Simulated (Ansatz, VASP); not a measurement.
## Two plane-wave programs on Zr

```
Zr
1.0
     2.79367    0.00000    0.00000
     0.00000    2.79367    0.00000
     0.00000    0.00000    2.79367
Zr
1
Direct
  0.00000 0.00000 0.00000
```

Change from the starting cell: volume scaled by 0.92, PAW files.

Alike in both runs: task single point; functional PBEsol; k mesh 13 × 13 × 13; occupations fermi-dirac, width 0.1 eV; no spin polarisation.

|  | VASP | Ansatz |
| --- | --- | --- |
| version | VASP 6.6.1 | Ansatz 0.2.0 |
| potentials or method | VASP PAW PBE potentials, release 64 (Zr_sv) | PAW with Ansatz's default frozen-core files, scalar-relativistic |
| plane-wave cutoff (eV) | 520 | 420 |
| valence electrons in the cell | 12 | 12 |

```csv
,VASP,Ansatz,Ansatz less VASP
pressure (GPa),7.1,7.0,-0.17
```

VASP's potentials were made for PBE, not for PBEsol.
